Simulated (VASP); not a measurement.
Wanted: the native input for a VASP 6.6.1 run.

| Property | Result |
| --- | --- |
| Task | single point |
| Functional | PBE |
| Potentials or basis | VASP PAW PBE potentials, release 64 (Os) |
| Cutoff | 520 eV |
| k mesh | 18 × 18 × 12 |
| Occupations | gaussian, width 0.15 eV |
| Spin | no spin polarisation |
| Dipole correction | no |
| Further INCAR settings | ALGO = Fast; EDIFF = 1e-06; NBANDS = 15 |

The structure of Os lies in POSCAR:

```
Os
1.0
    2.7340999755      0.0000000000      0.0000000000
   -1.3670499878      2.3441220349      0.0000000000
    0.0000000000      0.0000000000      4.3197000000
Os
2
Direct
    0.3333333333      0.6666666667      0.2500000000
    0.6666666667      0.3333333333      0.7500000000
```

This cell differs from its parent crystal: strain -0.0100 x Voigt [0, 1, 0, 0, 0, 0].

The input as run:

INCAR

```
ALGO     = Fast           # electronic algorithm
EDIFF    = 1E-6           # SCF threshold, eV
ENCUT    = 520            # plane-wave cutoff, eV
GGA      = PE             # functional
ISIF     = 2              # what is computed and relaxed
ISMEAR   = 0              # smearing method
LASPH    = True           # aspherical terms in the spheres
LCHARG   = False          # write CHGCAR
LREAL    = False          # projectors in reciprocal space
LWAVE    = False          # write WAVECAR
NBANDS   = 15             # bands
NELM     = 80             # most SCF steps
PREC     = Accurate       # precision mode
SIGMA    = 0.15           # smearing width, eV
```

KPOINTS

```
k-points
0
Gamma
  18 18 12
```

Potentials or basis: VASP PAW PBE potentials, release 64 (Os).

Command:

```sh
$ cat potpaw_PBE.64/Os/POTCAR > POTCAR
$ mpirun -np 1 vasp_std > vasp.out
```

Results of the run:

- Pressure: 13.2 GPa
- Largest force: 0.029 eV/Å
- Band gap on the k mesh: zero (bands 8 and 9 overlap by 4.07 eV)

Caveat: the cell differs from its parent crystal (strain -0.0100 x Voigt [0, 1, 0, 0, 0, 0]); the cell stands under pressure; spin-orbit coupling is left out, which moves the levels of the heavy elements.

Run time: 110 s on 1 thread of Intel(R) Xeon(R) Platinum 8488C (Sapphire Rapids) (shared host), peak memory 0.33 GiB.
